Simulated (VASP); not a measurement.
Write the native input for VASP 6.6.1 that does the following.

```
Task                   : single point
Functional             : LDA
Potentials or basis    : VASP PAW LDA potentials, release 64 (Si)
Cutoff                 : 520 eV
k mesh                 : 12 × 12 × 12
Occupations            : fermi-dirac, width 0.08 eV
Spin                   : no spin polarisation
Dipole correction      : no
Further INCAR settings : ALGO = Normal; EDIFF = 1e-07; NBANDS = 11
```

The structure of Si lies in POSCAR:

```
Si
1.0
    0.0000000000      2.7512039663      2.7512039663
    2.7512039663      0.0000000000      2.7512039663
    2.7512039663      2.7512039663      0.0000000000
Si
2
Direct
    0.5000000000      0.5000000000      0.5000000000
    0.7500000000      0.7500000000      0.7500000000
```

This cell differs from its parent crystal: volume scaled by 1.04.

The input as run:

INCAR

```
SYSTEM = Si
ALGO = Normal ; EDIFF = 1E-7
ENCUT = 520 ; ISIF = 2
ISMEAR = -1 ; LASPH = .True.
LCHARG = .False. ; LREAL = .False.
LWAVE = .False. ; NBANDS = 11
NELM = 80 ; PREC = Accurate
SIGMA = 0.08
```

KPOINTS

```
k-points
0
Gamma
  12 12 12
  0 0 0
```

Potentials or basis: VASP PAW LDA potentials, release 64 (Si).

The run is started by

```sh
$ cat potpaw_LDA.64/Si/POTCAR > POTCAR
$ mpirun -np 1 vasp_std > vasp.out
```

Results of the run:

| Quantity | Value |
| --- | --- |
| Pressure | -4.7 GPa |
| Band gap on the k mesh | 0.53 eV, indirect (least direct gap 2.45 eV) |

It took 12 s on 1 thread of Intel(R) Xeon(R) 6975P-C (Granite Rapids), on a shared host, peak memory 0.15 GiB.
